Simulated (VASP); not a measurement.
# Si2Mo (I4/mmm) in VASP: a series of runs

The runs below take Si2Mo through single point, relaxation of cell and atoms, with PBEsol.

Program: VASP 6.6.1. These are calculated values, not measurements. Logs are shortened: lines on timing, memory, paths and dates and some standing lists are left out, and cuts for length are marked.

### Step 1. The cell of the first run

Symmetry: I4/mmm, No. 139, tetragonal system. Conventional cell: a = 3.190 Å, b = 3.190 Å, c = 7.821 Å, α = 90.00°, β = 90.00°, γ = 90.00°. Within 3.4 Å of Si (site symmetry 4mm) lie 9 Si at 2.58 to 3.19 Å and 5 Mo at 2.60 to 2.62 Å. Mo (site symmetry 4/mmm) has 10 Si at 2.60 to 2.62 Å and 4 Mo at 3.19 Å within 3.4 Å.

### Step 2. Single point, PBEsol

File INCAR:

```
SYSTEM = Si2Mo
PREC = Accurate ; ENCUT = 520
EDIFF = 1E-7 ; ISMEAR = 0
SIGMA = 0.1 ; LREAL = .False.
LASPH = .True. ; NELM = 60
ALGO = Normal ; ISIF = 2
LWAVE = .False. ; LCHARG = .True.
GGA = PS ; LELF = .True.
LVHAR = .True. ; NBANDS = 18
ISYM = 0
```

File KPOINTS:

```
regular mesh
0
Gamma
  11 11 9
  0 0 0
```

File POSCAR:

```
Si2Mo
1.0
    3.1900701696      0.0000000000      0.0000000000
    0.0000000000      3.1900701696      0.0000000000
    1.5950350848     -1.5950350848      3.9106920018
Si Mo
2 1
Direct
    0.6649403353      0.3350596647      0.6701193294
    0.3350596647      0.6649403353      0.3298806706
    0.0000000000      0.0000000000      0.0000000000
```

Potentials or basis: VASP PAW PBE potentials, release 64 (Si, Mo_sv).

The run is started by

```sh
cat potpaw_PBE.64/Si/POTCAR potpaw_PBE.64/Mo_sv/POTCAR > POTCAR
mpirun -np 1 vasp_std > vasp.out
```

OUTCAR:

```text
SYSTEM = Si2Mo
   PREC = Accurate
   ENCUT = 520
   EDIFF = 1E-7
   ISMEAR = 0
   LREAL = .False.
   LASPH = .True.
   NELM = 60
   ISIF = 2
   GGA = PS
   ISYM = 0

 ion  position               nearest neighbor table
   1  0.665  0.335  0.670-   2 2.58   3 2.60   3 2.60   3 2.60   3 2.60   2 2.62   2 2.62   2 2.62
                             2 2.62   3 2.62
   2  0.335  0.665  0.330-   1 2.58   3 2.60   3 2.60   3 2.60   3 2.60   1 2.62   1 2.62   1 2.62
                             1 2.62   3 2.62
   3  0.000  0.000  0.000-   1 2.60   2 2.60   1 2.60   2 2.60   1 2.60   2 2.60   2 2.60   1 2.60
                             2 2.62   1 2.62

IMPORTANT INFORMATION: All symmetrisations will be switched off!
NOSYMM: (Re-)initialisation of all symmetry stuff for point group C_1.

----------------------------------------------------------------------------------------

                                     Primitive cell

  volume of cell :      39.7973

  direct lattice vectors                    reciprocal lattice vectors
     3.190070170  0.000000000  0.000000000     0.313472728  0.000000000 -0.127854610
     0.000000000  3.190070170  0.000000000     0.000000000  0.313472728  0.127854610
     1.595035085 -1.595035085  3.910692002     0.000000000  0.000000000  0.255709220

  length of vectors
     3.190070170  3.190070170  4.514619118     0.338543871  0.338543871  0.255709220

  position of ions in fractional coordinates (direct lattice)
     0.664940335  0.335059665  0.670119329
     0.335059665  0.664940335  0.329880671
     0.000000000  0.000000000  0.000000000

  ion indices of the primitive-cell ions
   primitive index   ion index
                 1           1
                 2           2
                 3           3

----------------------------------------------------------------------------------------

 KPOINTS: regular mesh

Automatic generation of k-mesh.
 Grid dimensions read from file:
 generate k-points for:   11   11    9

 Generating k-lattice:

  Cartesian coordinates                     Fractional coordinates (reciprocal lattice)
     0.028497521  0.000000000 -0.011623146     0.090909091  0.000000000  0.000000000
     0.000000000  0.028497521  0.011623146     0.000000000  0.090909091  0.000000000
     0.000000000  0.000000000  0.028412136     0.000000000  0.000000000  0.111111111

  Length of vectors
     0.030776716  0.030776716  0.028412136

  Shift w.r.t. Gamma in fractional coordinates (k-lattice)
     0.000000000  0.000000000  0.000000000

 -----------------------------------------------------------------------------
|                                                                             |
|           W    W    AA    RRRRR   N    N  II  N    N   GGGG   !!!           |
|           W    W   A  A   R    R  NN   N  II  NN   N  G    G  !!!           |
|           W    W  A    A  R    R  N N  N  II  N N  N  G       !!!           |
|           W WW W  AAAAAA  RRRRR   N  N N  II  N  N N  G  GGG   !            |
|           WW  WW  A    A  R   R   N   NN  II  N   NN  G    G                |
|           W    W  A    A  R    R  N    N  II  N    N   GGGG   !!!           |
|                                                                             |
|     Your reciprocal lattice and k-lattice belong to different lattice       |
|     classes:                                                                |
|                                                                             |
|        The reciprocal lattice is body-centered tetragonal,                  |
|        whereas your k-lattice is base-centered monoclinic.                  |
|                                                                             |
|     Results are often still useful ...                                      |
|                                                                             |
 -----------------------------------------------------------------------------

 WARNING: IBZKPT: internal override: KBLOWUP is changed to .FALSE.
      ... skipping the blow-up phase ...

 Subroutine IBZKPT returns following result:
 ===========================================

 Found    545 irreducible k-points:

 Following reciprocal coordinates:
            Coordinates               Weight
  0.000000  0.000000  0.000000      1.000000
  0.090909  0.000000  0.000000      2.000000
  0.181818  0.000000 -0.000000      2.000000
  0.272727  0.000000  0.000000      2.000000
  0.363636  0.000000 -0.000000      2.000000
  0.454545  0.000000  0.000000      2.000000
[... 16 lines left out ...]
  0.454545  0.181818  0.000000      2.000000
 -0.454545  0.181818 -0.000000      2.000000
 [... further k-points ...]
   k-points           NKPTS =    545   k-points in BZ     NKDIM =    545   number of bands    NBANDS=     18
   number of dos      NEDOS =    301   number of ions     NIONS =      3
   total plane-waves  NPLWV =  20736
   dimension x,y,z NGX =    24 NGY =   24 NGZ =   36
   dimension x,y,z NGXF=    48 NGYF=   48 NGZF=   72
   ions per type =               2   1
   NGX,Y,Z   is equivalent  to a cutoff of  12.51, 12.51, 13.26 a.u.
   NGXF,Y,Z  is equivalent  to a cutoff of  25.01, 25.01, 26.51 a.u.
 SYSTEM =  Si2Mo
   PREC   = accura    normal or accurate (medium, high low for compatibility)
   ISTART =      0    job   : 0-new  1-cont  2-samecut
   ICHARG =      2    charge: 1-file 2-atom 10-const
   ISPIN  =      1    spin polarized calculation?
   LNONCOLLINEAR =      F non collinear calculations
   LSORBIT =      F    spin-orbit coupling
   LASPH  =      T    aspherical Exc in radial PAW
   ENCUT  =  520.0 eV  38.22 Ry    6.18 a.u.   5.93  5.93  8.39*2*pi/ulx,y,z
   NELM   =     60;   NELMIN=  2; NELMDL= -5     # of ELM steps
   EDIFF  = 0.1E-06   stopping-criterion for ELM
   LREAL  =      F    real-space projection
   EDIFFG = 0.1E-05   stopping-criterion for IOM
   NSW    =      0    number of steps for IOM
   IBRION =     -1    ionic relax: 0-MD 1-quasi-New 2-CG
   NFREE  =      0    steps in history (QN), initial steepest desc. (CG)
   ISIF   =      2    stress and relaxation
   ISYM   =      0    0-nonsym 1-usesym 2-fastsym
   POTIM  = 0.5000    time-step for ionic-motion
   TEBEG  =    0.0;   TEEND  =   0.0 temperature during run
   PSTRESS=    0.0 pullay stress
   NELECT =      22.0000    total number of electrons
   NUPDOWN=      -1.0000    fix difference up-down
   EMIN   =  10.00;   EMAX   =-10.00  energy-range for DOS
   EFERMI =   0.00;   METHOD = LEGACY
   ISMEAR =     0;   SIGMA  =   0.10  broadening in eV -4-tet -1-fermi 0-gaus
   EFERMI_NEDOS =   21; number of points for ismear=-14 and -15
   IALGO  =     38    algorithm
   IMIX   =      4    mixing-type and parameters
     AMIX     =   0.40;   BMIX     =  1.00
     AMIX_MAG =   1.60;   BMIX_MAG =  1.00
  volume/ion in A,a.u.               =      13.27        89.52
  Fermi-wavevector in a.u.,A,eV,Ry     =   1.343583  2.539003 24.561429  1.805214
  Thomas-Fermi vector in A             =   2.471645
   LORBIT       =      0    0 simple, 1 ext, 2 COOP (PROOUT), +10 PAW based schemes
   GGA     = PS    functional components
   LHFCALC =     F    Hartree Fock is set to
   AEXX    =    0.0000 exact exchange contribution
   IVDW    =     0    specifies the selected vdW correction
   LEPSILON=     F    determine dielectric tensor
   LRPA    =     F    only Hartree local field effects (RPA)
 non-spin polarized calculation
 Gauss-broadening in eV      SIGMA  =   0.10
  energy-cutoff  :      520.00
  volume of cell :       39.80
 maximum number of plane-waves:      1088
   NGX = 11   NGY = 11   NGZ = 17

 number of electron      21.9999999 magnetization

 Free energy of the ion-electron system (eV)
  ---------------------------------------------------
  ext. energy  EPLUGINS =         0.00000000
  ---------------------------------------------------
  free energy    TOTEN  =       -25.07846688 eV

  energy without entropy =      -25.07607916  energy(sigma->0) =      -25.07727302

 E-fermi :  12.3053     XC(G=0): -12.5626

 val. band max:       12.3040659398   @ k =   0.0909   0.0000   0.3333
 cond. band min:      12.3059068157   @ k =   0.0000  -0.0909   0.2222
 fundamental gap:      0.0018408759
 Fermi energy:        12.3053485287

 k-point     1 :       0.0000    0.0000    0.0000
  band No.  band energies     occupation
      1     -48.2672      2.00000
      2     -22.4586      2.00000
      3     -22.3736      2.00000
      4     -22.3732      2.00000
      5      -1.1624      2.00000
      6       5.8682      2.00000
[... 10 lines left out ...]
     17      17.5392      0.00000
     18      17.5396      0.00000

 k-point     2 :       0.0909    0.0000    0.0000
  band No.  band energies     occupation
      1     -48.2656      2.00000
      2     -22.4569      2.00000
      3     -22.3953      2.00000
      4     -22.3714      2.00000
      5      -1.0103      2.00000
      6       5.8806      2.00000
[... 10 lines left out ...]
     17      17.6610      0.00000
     18      18.3873      0.00000

 k-point     3 :       0.1818    0.0000   -0.0000
  band No.  band energies     occupation
      1     -48.2614      2.00000
      2     -22.4551      2.00000
      3     -22.4511      2.00000
      4     -22.3659      2.00000
      5      -0.5636      2.00000
      6       5.8256      2.00000
[... 10 lines left out ...]
     17      18.4452      0.00000
     18      20.0151      0.00000

 k-point     4 :       0.2727    0.0000    0.0000
  band No.  band energies     occupation
      1     -48.2559      2.00000
      2     -22.5292      2.00000
      3     -22.4466      2.00000
      4     -22.3588      2.00000
      5       0.1497      2.00000
      6       5.3792      2.00000
[... 10 lines left out ...]
     17      19.4736      0.00000
     18      21.3895      0.00000

 k-point     5 :       0.3636    0.0000   -0.0000
  band No.  band energies     occupation
      1     -48.2508      2.00000
      2     -22.5978      2.00000
      3     -22.4412      2.00000
      4     -22.3522      2.00000
      5       1.0846      2.00000
      6       4.4631      2.00000
[... 10 lines left out ...]
     17      19.2424      0.00000
     18      21.1048      0.00000

 k-point     6 :       0.4545    0.0000    0.0000
  band No.  band energies     occupation
      1     -48.2478      2.00000
      2     -22.6381      2.00000
      3     -22.4380      2.00000
      4     -22.3483      2.00000
      5       2.1767      2.00000
      6       3.3444      2.00000
[... 10 lines left out ...]
     17      18.8439      0.00000
     18      19.7272      0.00000

 k-point     7 :       0.0000    0.0909    0.0000
  band No.  band energies     occupation
      1     -48.2656      2.00000
      2     -22.4569      2.00000
      3     -22.3953      2.00000
      4     -22.3714      2.00000
      5      -1.0103      2.00000
      6       5.8806      2.00000
[... 10 lines left out ...]
     17      17.6610      0.00000
     18      18.3873      0.00000

 k-point     8 :       0.0909    0.0909    0.0000
  band No.  band energies     occupation
      1     -48.2641      2.00000
      2     -22.4543      2.00000
      3     -22.3948      2.00000
      4     -22.3914      2.00000
      5      -0.9041      2.00000
      6       6.0962      2.00000
[... 10 lines left out ...]
     17      18.1052      0.00000
     18      18.5710      0.00000
[... 229 lines left out ...]
     17      18.4252      0.00000
     18      20.0496      0.00000

 k-point    20 :       0.1818    0.1818    0.0000
  band No.  band energies     occupation
      1     -48.2558      2.00000
      2     -22.4491      2.00000
      3     -22.4431      2.00000
      4     -22.4399      2.00000
      5      -0.1616      2.00000
      6       6.6173      2.00000
[... 10 lines left out ...]
     17      19.6928      0.00000
     18      19.9010      0.00000

 k-point    21 :       0.2727    0.1818    0.0000
  band No.  band energies     occupation
      1     -48.2504      2.00000
      2     -22.5189      2.00000
      3     -22.4365      2.00000
      4     -22.4354      2.00000
      5       0.4437      2.00000
      6       6.2500      2.00000
[... 10 lines left out ...]
     17      18.1484      0.00000
     18      19.9848      0.00000

 k-point    22 :       0.3636    0.1818   -0.0000
  band No.  band energies     occupation
      1     -48.2454      2.00000
      2     -22.5861      2.00000
      3     -22.4310      2.00000
      4     -22.4278      2.00000
      5       1.2747      2.00000
      6       5.0875      2.00000
[... 10 lines left out ...]
     17      19.0276      0.00000
     18      20.2052      0.00000

 k-point    23 :       0.4545    0.1818    0.0000
  band No.  band energies     occupation
      1     -48.2424      2.00000
      2     -22.6258      2.00000
      3     -22.4287      2.00000
      4     -22.4234      2.00000
      5       2.2715      2.00000
      6       3.9378      2.00000
[... 10 lines left out ...]
     17      19.7934      0.00000
     18      20.7257      0.00000

 k-point    24 :      -0.4545    0.1818   -0.0000
  band No.  band energies     occupation
      1     -48.2423      2.00000
      2     -22.6259      2.00000
      3     -22.4303      2.00000
      4     -22.4235      2.00000
      5       2.7961      2.00000
      6       3.3795      2.00000
[... 10 lines left out ...]
     17      19.8375      0.00000
     18      21.4083      0.00000

 [... further k-points ...]

------------------------ aborting loop because EDIFF is reached ----------------------------------------

  FORCE on cell =-STRESS in cart. coord.  units (eV):
  Direction    XX          YY          ZZ          XY          YZ          ZX
  --------------------------------------------------------------------------------------
  -------------------------------------------------------------------------------------
  Total        0.1016184      0.1016180      0.0844400      0.0048040     -0.0019638      0.0019638
  in kB        4.0909927      4.0909792      3.3994202      0.1934023     -0.0790600      0.0790606
  external PRESSURE =       3.8604640 kB  Pullay stress =       0.0000000 kB

 VOLUME and BASIS-vectors are now :
 -----------------------------------------------------------------------------
  energy-cutoff  :      520.00
  volume of cell :       39.80
      direct lattice vectors                 reciprocal lattice vectors
     3.190070170  0.000000000  0.000000000     0.313472728  0.000000000 -0.127854610
     0.000000000  3.190070170  0.000000000     0.000000000  0.313472728  0.127854610
     1.595035085 -1.595035085  3.910692002     0.000000000  0.000000000  0.255709220

 POSITION                                       TOTAL-FORCE (eV/Angst)
 -----------------------------------------------------------------------------------
      3.19007     -0.00000      2.62063         0.000197     -0.000197     -0.001257
      1.59504      1.59504      1.29006        -0.000197      0.000197      0.001257
      0.00000      0.00000      0.00000        -0.000000      0.000000      0.000000
 -----------------------------------------------------------------------------------
    total drift:                               -0.000000      0.000000      0.000000

  FREE ENERGIE OF THE ION-ELECTRON SYSTEM (eV)
  ---------------------------------------------------
  free  energy   TOTEN  =       -25.0784668817 eV

  energy  without entropy=      -25.0760791641  energy(sigma->0) =      -25.07727302
```

Run time: 6.3 min. Hardware: 1 thread of Intel Xeon 8259CL, shared host; peak memory 0.45 GiB.

Results:

```
Free energy            : -25.0785 eV
Pressure               : 0.4 GPa
Band gap on the k mesh : zero (bands 11 and 12 overlap by 0.85 eV)
```

Caveat: the PAW data sets were made with another functional, which shifts forces and pressure a little.

### Step 3. Single point, PBEsol

This run uses another cell than the first one, of 11.58 Å³/atom.

File INCAR:

```
PREC     = Accurate       # precision mode
ENCUT    = 520            # plane-wave cutoff, eV
EDIFF    = 1E-7           # SCF threshold, eV
ISMEAR   = 0              # smearing method
SIGMA    = 0.1            # smearing width, eV
LREAL    = False          # projectors in reciprocal space
LASPH    = True           # aspherical terms in the spheres
NELM     = 80             # most SCF steps
ALGO     = Normal         # electronic algorithm
ISIF     = 2              # what is computed and relaxed
LWAVE    = False          # write WAVECAR
LCHARG   = False          # write CHGCAR
GGA      = PS             # functional
NBANDS   = 18             # bands
```

File KPOINTS:

```
Automatic mesh
0
Gamma
  20 20 20
```

File POSCAR:

```
Si2Mo
1.0
   -1.5192062398      1.5192062398      3.7620524589
    1.5192062398     -1.5192062398      3.7620524589
    1.5192062398      1.5192062398     -3.7620524589
Si Mo
2 1
Direct
    0.3333337734      0.3333337734      0.0000000000
    0.6666662266      0.6666662266      0.0000000000
    0.0000000000      0.0000000000      0.0000000000
```

Potentials or basis: VASP PAW PBE potentials, release 64 (Si, Mo_sv).

The run is started by

```sh
cat potpaw_PBE.64/Si/POTCAR potpaw_PBE.64/Mo_sv/POTCAR > POTCAR
mpirun -np 1 vasp_std > vasp.out
```

Wall time 7.8 min (1 thread of Intel Xeon 8259CL, shared host); peak memory 0.48 GiB.

The run converged. Its results:

* Free energy: -24.5021 eV
* Pressure: 40.7 GPa
* Largest force: 0.008 eV/Å
* Band gap on the k mesh: zero (bands 11 and 12 overlap by 1.07 eV)

Forces in eV/Å, atoms in the order of the input:
```
Si   0.000  0.000 -0.008
Si   0.000  0.000  0.008
Mo   0.000  0.000  0.000
```

Levels at points of the mesh, in eV from the Fermi level:
| k point | band 7 | band 8 | band 9 | band 10 | band 11 | band 12 | band 13 | band 14 | band 15 | band 16 |
| --- | --- | --- | --- | --- | --- | --- | --- | --- | --- | --- |
| (0.00, 0.00, 0.00) | -3.82 | -3.30 | -3.02 | -3.02 | 0.55 | 2.55 | 4.19 | 4.19 | 4.19 | 4.83 |
| (0.50, 0.00, 0.00) | -5.59 | -4.86 | -3.18 | -2.92 | -0.68 | 2.87 | 3.41 | 4.48 | 5.24 | 5.91 |
| (0.50, 0.50, 0.00) | -6.32 | -5.14 | -5.03 | -3.75 | -1.04 | 2.96 | 3.47 | 3.62 | 3.67 | 4.97 |
| (0.50, 0.50, 0.50) | -4.41 | -2.74 | -0.71 | -0.71 | -0.38 | -0.38 | 0.73 | 5.16 | 5.98 | 7.05 |

Caveat: the cell stands under pressure; the PAW data sets were made with another functional, which shifts forces and pressure a little.

[end of part 1 of 2]

The gap in the log of VASP goes by the Fermi energy; the results here count the filled bands.